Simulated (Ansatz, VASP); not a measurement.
## Two plane-wave programs on C

```
CELL_PARAMETERS angstrom
2.27196 0.00000 0.00000
-1.13598 2.12711 0.00000
0.00000 0.00000 8.52380
ATOMIC_POSITIONS crystal
C 0.33333 0.66667 0.00000
C 0.66667 0.33333 0.00000
```

Change from the starting cell: strain -0.0750 x Voigt [1, 0, 0, 0, 0, 0], atoms carried along.

Alike in both runs: task single point; functional PBE; dispersion D3(BJ); k mesh 24 × 24 × 6; occupations gaussian, width 0.15 eV; no spin polarisation.

|  | VASP | Ansatz |
| --- | --- | --- |
| version | VASP 6.6.1 | Ansatz 0.2.0 |
| potentials or method | VASP PAW PBE potentials, release 64 (C), cutoff 520 eV | scalar-relativistic, plane waves, PAW |
| valence electrons in the cell | 8 | 8 |

```csv
,VASP,Ansatz,Ansatz less VASP
gap on the k mesh at the Fermi level (eV),0.69,0.69,+0.001
least direct gap on the mesh (eV),0.69,0.69,+0.001
rms of the force components (eV/Å),0.941,0.936,-0.0055
```

Atom by atom the forces differ by 0.005 eV/Å (rms over components).
